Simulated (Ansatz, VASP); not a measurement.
**BaTiO3: VASP beside Ansatz**

```
CELL_PARAMETERS angstrom
-7.89384 0.00000 0.00000
0.00000 -2.80390 2.81033
0.00000 2.80390 2.81033
ATOMIC_POSITIONS crystal
Ba 0.00000 0.99960 0.99960
Ba 0.50000 0.99960 0.99960
Ti 0.25000 0.51063 0.51063
Ti 0.75000 0.51063 0.51063
O 0.00000 0.48944 0.48944
O 0.50000 0.48944 0.48944
O 0.25000 0.98403 0.49030
O 0.75000 0.98403 0.49030
O 0.25000 0.49030 0.98403
O 0.75000 0.49030 0.98403
```

Alike in both runs: functional r2SCAN; k mesh 3 × 5 × 5; occupations gaussian, width 0.0115 eV; collinear spin.

Ansatz relaxed the structure, and its values are those at the end. VASP's run is a single point on that final structure, the one shown.

```csv
,VASP,Ansatz
version,VASP 6.6.1,Ansatz 0.2.0
potentials or method,"VASP PAW PBE potentials, release 64 (Ba_sv, Ti_sv, O), cutoff 520 eV",PAW plane waves
valence electrons in the cell,80,80
```

Ansatz gave:

```
gap on the k mesh at the Fermi level (eV) : 2.53
pressure (GPa)                            : 6.1
rms of the force components (eV/Å)        : 0.003
net moment per atom (μB)                  : 0.00
```

Q: Estimate VASP's values.

A: gap on the k mesh at the Fermi level (eV): 2.51; pressure (GPa): 8.4; rms of the force components (eV/Å): 0.045; net moment per atom (μB): 0.00.

VASP's potentials were made for PBE, not for r2SCAN. With one functional, cell and mesh, what is left measures potentials, basis and numerics. Ansatz's warnings: no starting moments, stress scf threshold loose.

Neither program's run includes spin-orbit coupling.
